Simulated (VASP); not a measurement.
# Zr2S5 (Pmm2) in VASP: relaxation of cell and atoms with PBE

Aim: the relaxation of cell and atoms of Zr2S5 with PBE.

Everything below comes from runs of VASP 6.6.1. Logs are shortened: lines on timing, memory, paths and dates and some standing lists are left out, and cuts for length are marked.

### Step 1. The cell of the first run

The structure is orthorhombic, space group Pmm2 (No. 25). Conventional cell: a = 3.429 Å, b = 8.358 Å, c = 7.267 Å, α = 90.00°, β = 90.00°, γ = 90.00°. Within 3.2 Å of Zr (site symmetry m) lie 6 S at 2.44 to 2.68 Å. S (site symmetry m) has 2 Zr at 2.44 Å within 3.2 Å. Within 2.8 Å of S (site symmetry m) lie 1 S at 2.10 Å and 2 Zr at 2.66 Å. Within 3.5 Å of S (site symmetry mm2) lie 4 Zr at 2.68 Å and 6 S at 3.21 to 3.43 Å.

### Step 2. Relaxation of cell and atoms, PBE

The input, INCAR:

```
SYSTEM = Zr2S5
  ALGO = Normal
  EDIFF = 1E-6
  EDIFFG = -0.04
  ENCUT = 600
  GGA = PE
  IBRION = 2
  ISIF = 3
  ISMEAR = 0
  LASPH = .True.
  LCHARG = .False.
  LREAL = .False.
  LWAVE = .False.
  NELM = 100
  NSW = 90
  PREC = Accurate
  SIGMA = 0.1
```

The input, KPOINTS:

```
k-points
0
Gamma
  6 2 4
  0 0 0
```

The input, POSCAR:

```
Zr2S5
1.0
    3.4285812333      0.0000000000      0.0000000000
    0.0000000000      8.3584606028      0.0000000000
    0.0000000000      0.0000000000      7.2665931950
Zr S
2 5
Direct
    0.5000000000      0.7232865014      0.6831870273
    0.5000000000      0.2767134986      0.6831870273
    0.0000000000      0.2329516602      0.4497312049
    0.0000000000      0.7670483398      0.4497312049
    0.0000000000      0.8742009592      0.9019981339
    0.0000000000      0.1257990408      0.9019981339
    0.0000000000      0.5000000000      0.8046800590
```

Potentials or basis: VASP PAW PBE potentials, release 64 (Zr_sv, S).

Command:

```console
$ cat potpaw_PBE.64/Zr_sv/POTCAR potpaw_PBE.64/S/POTCAR > POTCAR
$ mpirun -np 1 vasp_std > vasp.out
```

OUTCAR:

```text
SYSTEM = Zr2S5
   EDIFF = 1E-6
   EDIFFG = -0.04
   ENCUT = 600
   GGA = PE
   IBRION = 2
   ISIF = 3
   ISMEAR = 0
   LASPH = .True.
   LREAL = .False.
   NELM = 100
   NSW = 90
   PREC = Accurate

 ion  position               nearest neighbor table
   1  0.500  0.723  0.683-   4 2.44   4 2.44   5 2.66   5 2.66   7 2.68   7 2.68   2 3.73
   2  0.500  0.277  0.683-   3 2.44   3 2.44   6 2.66   6 2.66   7 2.68   7 2.68   1 3.73
   3  0.000  0.233  0.450-   2 2.44   2 2.44
   4  0.000  0.767  0.450-   1 2.44   1 2.44
   5  0.000  0.874  0.902-   6 2.10   1 2.66   1 2.66
   6  0.000  0.126  0.902-   5 2.10   2 2.66   2 2.66
   7  0.000  0.500  0.805-   1 2.68   2 2.68   1 2.68   2 2.68

  LATTYP: Found a simple orthorhombic cell.
 ALAT       =     3.4285812333
 B/A-ratio  =     2.1194169543
 C/A-ratio  =     2.4378773709

  Lattice vectors:

 A1 = (  -3.4285812333,   0.0000000000,   0.0000000000)
 A2 = (   0.0000000000,   0.0000000000,   7.2665931950)
 A3 = (   0.0000000000,   8.3584606028,   0.0000000000)

Analysis of symmetry for initial positions (statically):
=====================================================================
 Subroutine PRICEL returns:
 Original cell was already a primitive cell.

 Routine SETGRP: Setting up the symmetry group for a
 simple orthorhombic supercell.

 Subroutine GETGRP returns: Found  4 space group operations
 (whereof  4 operations were pure point group operations)
 out of a pool of  8 trial point group operations.

The static configuration has the point symmetry C_2v.

Analysis of symmetry for dynamics (positions and initial velocities):
=====================================================================
 Subroutine PRICEL returns:
 Original cell was already a primitive cell.

 Routine SETGRP: Setting up the symmetry group for a
 simple orthorhombic supercell.

 Subroutine GETGRP returns: Found  4 space group operations
 (whereof  4 operations were pure point group operations)
 out of a pool of  8 trial point group operations.

The dynamic configuration has the point symmetry C_2v.

 Subroutine INISYM returns: Found  4 space group operations
 (whereof  4 operations are pure point group operations),
 and found     1 'primitive' translations

----------------------------------------------------------------------------------------

                                     Primitive cell

  volume of cell :     208.2436

  direct lattice vectors                    reciprocal lattice vectors
     3.428581233  0.000000000  0.000000000     0.291665833  0.000000000  0.000000000
     0.000000000  8.358460603  0.000000000     0.000000000  0.119639255  0.000000000
     0.000000000  0.000000000  7.266593195     0.000000000  0.000000000  0.137616070

  length of vectors
     3.428581233  8.358460603  7.266593195     0.291665833  0.119639255  0.137616070

  position of ions in fractional coordinates (direct lattice)
     0.500000000  0.723286501  0.683187027
     0.500000000  0.276713499  0.683187027
     0.000000000  0.232951660  0.449731205
     0.000000000  0.767048340  0.449731205
     0.000000000  0.874200959  0.901998134
     0.000000000  0.125799041  0.901998134
     0.000000000  0.500000000  0.804680059

  ion indices of the primitive-cell ions
   primitive index   ion index
                 1           1
                 2           2
                 3           3
                 4           4
                 5           5
                 6           6
                 7           7

[... 80 lines left out ...]
   PSTRESS=    0.0 pullay stress
   NELECT =      54.0000    total number of electrons
   NUPDOWN=      -1.0000    fix difference up-down
   EMIN   =  10.00;   EMAX   =-10.00  energy-range for DOS
   EFERMI =   0.00;   METHOD = LEGACY
   ISMEAR =     0;   SIGMA  =   0.10  broadening in eV -4-tet -1-fermi 0-gaus
   EFERMI_NEDOS =   21; number of points for ismear=-14 and -15
   IALGO  =     38    algorithm
   IMIX   =      4    mixing-type and parameters
     AMIX     =   0.40;   BMIX     =  1.00
     AMIX_MAG =   1.60;   BMIX_MAG =  1.00
  volume/ion in A,a.u.               =      29.75       200.76
  Fermi-wavevector in a.u.,A,eV,Ry     =   1.043956  1.972791 14.828231  1.089844
  Thomas-Fermi vector in A             =   2.178688
   LORBIT       =      0    0 simple, 1 ext, 2 COOP (PROOUT), +10 PAW based schemes
   GGA     = PE    functional components
   LHFCALC =     F    Hartree Fock is set to
   AEXX    =    0.0000 exact exchange contribution
   IVDW    =     0    specifies the selected vdW correction
   LEPSILON=     F    determine dielectric tensor
   LRPA    =     F    only Hartree local field effects (RPA)
 conjugate gradient relaxation of ions
 non-spin polarized calculation
 Gauss-broadening in eV      SIGMA  =   0.10
  energy-cutoff  :      600.00
  volume of cell :      208.24
 maximum number of plane-waves:      6990
 NGX is ok and might be reduce to    28
   NGX = 13   NGY = 33   NGZ = 29

--------------------------------------- Ionic step        1  -------------------------------------------

 number of electron      54.0000002 magnetization

 Free energy of the ion-electron system (eV)
  ---------------------------------------------------
  ext. energy  EPLUGINS =         0.00000000
  ---------------------------------------------------
  free energy    TOTEN  =       -45.14338456 eV

  energy without entropy =      -45.14330096  energy(sigma->0) =      -45.14334276

------------------------ aborting loop because EDIFF is reached ----------------------------------------

  FORCE on cell =-STRESS in cart. coord.  units (eV):
  Direction    XX          YY          ZZ          XY          YZ          ZX
  --------------------------------------------------------------------------------------
  -------------------------------------------------------------------------------------
  Total       -0.4124499     -0.0876125      0.0428611      0.0000000      0.0000000      0.0000000
  in kB       -3.1732930     -0.6740701      0.3297633      0.0000000      0.0000000      0.0000000
  external PRESSURE =      -1.1725333 kB  Pullay stress =       0.0000000 kB

 VOLUME and BASIS-vectors are now :
 -----------------------------------------------------------------------------
  energy-cutoff  :      600.00
  volume of cell :      208.24
      direct lattice vectors                 reciprocal lattice vectors
     3.428581233  0.000000000  0.000000000     0.291665833  0.000000000  0.000000000
     0.000000000  8.358460603  0.000000000     0.000000000  0.119639255  0.000000000
     0.000000000  0.000000000  7.266593195     0.000000000  0.000000000  0.137616070

 POSITION                                       TOTAL-FORCE (eV/Angst)
 -----------------------------------------------------------------------------------
      1.71429      6.04556      4.96444        -0.000000      0.037038      0.023742
      1.71429      2.31290      4.96444        -0.000000     -0.037038      0.023742
      0.00000      1.94712      3.26801         0.000000      0.002280     -0.019253
      0.00000      6.41134      3.26801         0.000000     -0.002280     -0.019253
      0.00000      7.30697      6.55445         0.000000      0.077872      0.009184
      0.00000      1.05149      6.55445         0.000000     -0.077872      0.009184
      0.00000      4.17923      5.84728         0.000000      0.000000     -0.027346
 -----------------------------------------------------------------------------------
    total drift:                                0.000000      0.000000      0.000458

  FREE ENERGIE OF THE ION-ELECTRON SYSTEM (eV)
  ---------------------------------------------------
  free  energy   TOTEN  =       -45.1433845611 eV

  energy  without entropy=      -45.1433009624  energy(sigma->0) =      -45.14334276

--------------------------------------- Ionic step        2  -------------------------------------------

 number of electron      54.0000002 magnetization

 Free energy of the ion-electron system (eV)
  ---------------------------------------------------
  ext. energy  EPLUGINS =         0.00000000
  ---------------------------------------------------
  free energy    TOTEN  =       -45.14419861 eV

  energy without entropy =      -45.14409819  energy(sigma->0) =      -45.14414840

 E-fermi :   2.5828     XC(G=0):  -7.9028

 val. band max:        2.3917963279   @ k =   0.5000   0.0000   0.0000
 cond. band min:       2.7631920954   @ k =   0.0000   0.0000   0.5000
 fundamental gap:      0.3713957676
 Fermi energy:         2.5828052722

 k-point     1 :       0.0000    0.0000    0.0000
  band No.  band energies     occupation
      1     -46.8536      2.00000
      2     -46.8498      2.00000
      3     -25.0271      2.00000
      4     -24.9459      2.00000
      5     -24.9194      2.00000
      6     -24.9093      2.00000
[... 829 lines left out ...]
     31       4.5113      0.00000
     32       5.2240      0.00000

------------------------ aborting loop because EDIFF is reached ----------------------------------------

  FORCE on cell =-STRESS in cart. coord.  units (eV):
  Direction    XX          YY          ZZ          XY          YZ          ZX
  --------------------------------------------------------------------------------------
  -------------------------------------------------------------------------------------
  Total        0.1835127      0.2114338      0.1241225      0.0000000      0.0000000      0.0000000
  in kB        1.4163654      1.6318633      0.9579874      0.0000000      0.0000000      0.0000000
  external PRESSURE =       1.3354054 kB  Pullay stress =       0.0000000 kB

 VOLUME and BASIS-vectors are now :
 -----------------------------------------------------------------------------
  energy-cutoff  :      600.00
  volume of cell :      207.59
      direct lattice vectors                 reciprocal lattice vectors
     3.418835405  0.000000000  0.000000000     0.292497263  0.000000000  0.000000000
     0.000000000  8.353413693  0.000000000     0.000000000  0.119711538  0.000000000
     0.000000000  0.000000000  7.268739678     0.000000000  0.000000000  0.137575432

 POSITION                                       TOTAL-FORCE (eV/Angst)
 -----------------------------------------------------------------------------------
      1.70942      6.04370      4.96705         0.000000      0.020751      0.018489
      1.70942      2.30972      4.96705         0.000000     -0.020751      0.018489
      0.00000      1.94605      3.26805        -0.000000     -0.006320     -0.031239
      0.00000      6.40736      3.26805        -0.000000      0.006320     -0.031239
      0.00000      7.30632      6.55683         0.000000     -0.010087      0.017520
      0.00000      1.04710      6.55683         0.000000      0.010087      0.017520
      0.00000      4.17671      5.84769         0.000000      0.000000     -0.009540
 -----------------------------------------------------------------------------------
    total drift:                                0.000000      0.000000     -0.000382

  FREE ENERGIE OF THE ION-ELECTRON SYSTEM (eV)
  ---------------------------------------------------
  free  energy   TOTEN  =       -45.1441986138 eV

  energy  without entropy=      -45.1440981886  energy(sigma->0) =      -45.14414840

 reached required accuracy - stopping structural energy minimisation
```

Run time: 7.2 min. Hardware: 1 thread of Intel Xeon 6975P-C, shared host; peak memory 0.45 GiB.

What came out:

* Free energy: -45.1442 eV
* Relaxed volume: 29.66 Å³/atom
* Relaxed cell: a = 3.419 Å, b = 8.353 Å, c = 7.269 Å, α = 90.00°, β = 90.00°, γ = 90.00°
* Space group after relaxing (to 0.05 Å): Pmm2 (No. 25)
* Energy gained by relaxing: 0.1 meV/atom
* Ionic steps: 2
* Pressure after relaxing: 0.1 GPa
* Largest force after relaxing: 0.032 eV/Å
* Band gap on the k mesh: 0.37 eV, indirect (least direct gap 0.73 eV)

Forces on the atoms (eV/Å):
```
Zr   0.000  0.021  0.018
Zr   0.000 -0.021  0.018
S    0.000 -0.006 -0.031
S    0.000  0.006 -0.031
S    0.000 -0.010  0.018
S    0.000  0.010  0.018
S    0.000  0.000 -0.010
```

Step by step:
```csv
step,energy change (eV),largest force (eV/Å),pressure (GPa),volume (Å³)
1,0.0000,0.0784,-0.12,208.24
2,-0.0008,0.0319,0.13,207.59
```

Final structure:
```
Zr S
1.0
     3.41884    0.00000    0.00000
     0.00000    8.35341    0.00000
     0.00000    0.00000    7.26874
Zr S
2 5
Direct
  0.50000 0.72350 0.68334
  0.50000 0.27650 0.68334
  0.00000 0.23296 0.44960
  0.00000 0.76704 0.44960
  0.00000 0.87465 0.90206
  0.00000 0.12535 0.90206
  0.00000 0.50000 0.80450
```

Levels at points of the mesh, in eV from the valence-band top:
```csv
k point,band 23,band 24,band 25,band 26,band 27,band 28,band 29,band 30,band 31,band 32
"(0.00, 0.00, 0.00)",-1.80,-1.38,-1.02,-0.55,-0.38,0.55,1.13,1.66,2.07,2.63
"(0.50, 0.00, 0.00)",-1.97,-1.69,-1.60,-0.85,0.00,0.90,1.65,1.97,2.62,2.71
"(0.00, 0.50, 0.00)",-1.58,-1.45,-1.42,-0.68,-0.16,0.65,0.99,1.76,1.95,2.38
"(0.50, 0.50, 0.00)",-2.12,-1.80,-1.16,-0.82,-0.21,1.10,1.26,1.95,2.24,2.80
"(0.00, 0.00, 0.50)",-1.77,-1.39,-1.04,-1.00,-0.36,0.37,1.21,1.75,2.19,2.66
"(0.50, 0.00, 0.50)",-1.93,-1.87,-1.72,-0.75,-0.06,0.82,1.68,1.94,2.59,2.64
"(0.00, 0.50, 0.50)",-1.64,-1.58,-1.40,-1.02,-0.14,0.69,1.05,1.78,1.86,2.39
"(0.50, 0.50, 0.50)",-1.93,-1.91,-1.40,-0.83,-0.13,1.03,1.26,1.86,2.12,2.83
```

Caveat: this functional lacks dispersion, which binds the layers, so the pressure and a relaxed spacing across them are unreliable. A k mesh can miss the band edges.
